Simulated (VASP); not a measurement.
A run of VASP 6.6.1:

File INCAR:

```
SYSTEM = Ge
PREC = Accurate
ENCUT = 520
EDIFF = 1E-6
ISMEAR = -1
SIGMA = 0.05
LREAL = .FALSE.
LASPH = .TRUE.
NELM = 100
ALGO = Normal
ISIF = 2
LWAVE = .FALSE.
LCHARG = .FALSE.
GGA = VW
NBANDS = 21
```

File KPOINTS:

```
regular mesh
0
G
  8 8 8
  0 0 0
```

Contents of POSCAR:

```
Ge
1.0
    0.0000000000      2.8661367691      2.8661367691
    2.8661367691      0.0000000000      2.8661367691
    2.8661367691      2.8661367691      0.0000000000
Ge
2
Direct
    0.7500000000      0.7500000000      0.7500000000
    0.5000000000      0.5000000000      0.5000000000
```

Potentials or basis: VASP PAW PBE potentials, release 64 (Ge_d).

Command:

```console
$ cat potpaw_PBE.64/Ge_d/POTCAR > POTCAR
$ mpirun -np 1 vasp_std > vasp.out
```

Hardware: 1 thread of Intel(R) Xeon(R) 6975P-C (Granite Rapids), on a shared host.

**Question.** Estimate the wall time of this run.

**Answer.** Run time: 11 s on 1 thread of Intel(R) Xeon(R) 6975P-C (Granite Rapids), with other jobs on the host, peak memory 0.15 GiB. Counts: scf iterations 11, k points 29.
